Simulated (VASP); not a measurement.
The system is SmO3.

```xyz
4
Lattice="-2.4395 2.4395 2.4395 2.4395 -2.4395 2.4395 2.4395 2.4395 -2.4395" Properties=species:S:1:pos:R:3 pbc="T T T"
Sm    0.0000    0.0000    0.0000
O     2.4395    0.0000    0.0000
O     0.0000    2.4395    0.0000
O     0.0000    0.0000    2.4395
```

The cell was built from a structure type or drawn by symmetry, and may not be a known phase.

* Program: VASP 6.6.1
* Task: relaxation of cell and atoms
* Functional: PBE
* Potentials or basis: VASP PAW PBE potentials, release 64 (Sm_3, O), 4f in core
* Cutoff: 600 eV
* k mesh: 6 × 6 × 6
* Occupations: gaussian, width 0.1 eV
* Spin: no spin polarisation

At the start: pressure -12.7 GPa; volume 14.52 Å³/atom.

Q: How do energy, volume and symmetry change on relaxing?

A: Over 3 steps the energy falls by 71.5 meV/atom and the volume is 12.90 Å³/atom (-11.2 %); space group Im-3m (No. 229, to 0.1 Å) before and after.

The path:
```tsv
step	energy change (eV)	largest force (eV/Å)	pressure (GPa)	volume (Å³)
1	0.0000	0.0000	-12.65	58.07
2	-0.2213	0.0000	8.26	48.96
3	-0.2859	0.0000	-0.02	51.59
```

Final structure:
```cif
data_structure
_symmetry_space_group_name_H-M 'P 1'
_symmetry_Int_Tables_number 1
_cell_length_a 4.0620
_cell_length_b 4.0620
_cell_length_c 4.0620
_cell_angle_alpha 109.471
_cell_angle_beta 109.471
_cell_angle_gamma 109.471
_cell_volume 51.59
loop_
_atom_site_label
_atom_site_type_symbol
_atom_site_fract_x
_atom_site_fract_y
_atom_site_fract_z
_atom_site_occupancy
Sm1 Sm 0.00000 0.00000 0.00000 1
O1 O 0.00000 0.50000 0.50000 1
O2 O 0.50000 0.00000 0.50000 1
O3 O 0.50000 0.50000 0.00000 1
```

Caveat: an odd number of electrons without spin polarisation forces a metal; a magnetic or distorted state may lie lower; the run has no spin polarisation, though such a crystal can be magnetic.
